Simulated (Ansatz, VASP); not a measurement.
# Two plane-wave programs on ZnO

File INCAR:

```
PREC     = Accurate       # precision mode
ENCUT    = 910            # plane-wave cutoff, eV
EDIFF    = 1E-8           # SCF threshold, eV
ISMEAR   = -1             # smearing method
SIGMA    = 0.01           # smearing width, eV
LREAL    = False          # projectors in reciprocal space
LASPH    = True           # aspherical terms in the spheres
NELM     = 120            # most SCF steps
ALGO     = Normal         # electronic algorithm
ISIF     = 2              # what is computed and relaxed
LWAVE    = False          # write WAVECAR
LCHARG   = False          # write CHGCAR
GGA      = CA             # functional
LEFG     = True         
NBANDS   = 26             # bands
GGA_COMPAT= False
```

Contents of KPOINTS:

```
Automatic mesh
0
Gamma
  8 8 5
```

The input POSCAR:

```
ZnO
1.0
    3.2385310885      0.0000000000      0.0000000000
   -1.6192655442      2.8046501935      0.0000000000
    0.0000000000      0.0000000000      5.1863958566
Zn O
2 2
Direct
    0.3333333333      0.6666666667      0.0000000000
    0.6666666667      0.3333333333      0.5000000000
    0.3333333333      0.6666666667      0.3821000000
    0.6666666667      0.3333333333      0.8821000000
```

Input for Ansatz:

```yaml
crystal:
  lattice:
    - [3.2385310885, 0.0, 0.0]
    - [-1.6192655442, 2.8046501935, 0.0]
    - [0.0, 0.0, 5.1863958566]
  atoms:
    - { symbol: Zn, position: [0.3333333333, 0.6666666667, 0.0] }
    - { symbol: Zn, position: [0.6666666667, 0.3333333333, 0.5] }
    - { symbol: O, position: [0.3333333333, 0.6666666667, 0.3821] }
    - { symbol: O, position: [0.6666666667, 0.3333333333, 0.8821] }
kpoints:
  mp_grid: { grid: [8, 8, 5] }
scf:
  occupations: { method: fermi_dirac, width: 0.01 }
hamiltonian:
  xc: lda
  pseudopotentials: { kind: paw }
output:
  forces: true
  stress: true
  eigenvalues: true
  efg: { contact_densities: true }
```

Change from the starting cell: volume scaled by 0.99, PAW files.

Alike in both runs: task electric field gradients; functional LDA; k mesh 8 × 8 × 5; occupations fermi-dirac, width 0.01 eV; no spin polarisation.

|  | VASP | Ansatz |
| --- | --- | --- |
| version | VASP 6.6.1 | Ansatz 0.2.0 |
| potentials or method | VASP PAW LDA potentials, release 64 (Zn, O_h) | PAW with Ansatz's default frozen-core files, scalar-relativistic |
| plane-wave cutoff (eV) | 910 | 420 |
| valence electrons in the cell | 36 | 36 |

VASP gave:

| Item | Value |
| --- | --- |
| gap on the k mesh at the Fermi level (eV) | 0.76 |
| rms of the force components (eV/Å) | 0.024 |
| size of Vzz on the site where it differs most (V/Å²) | 7.9 |

**Question.** Which values does Ansatz return?

**Answer.** gap on the k mesh at the Fermi level (eV): 0.75; rms of the force components (eV/Å): 0.023; size of Vzz on the site where it differs most (V/Å²): 7.5.

LDA's correlation is that of Perdew and Zunger in VASP and of Perdew and Wang (1992) in Ansatz. Atom by atom the forces differ by 0.001 eV/Å (rms over components).

Noted on VASP's run: the cutoff is short for stress, so the pressure is rough.
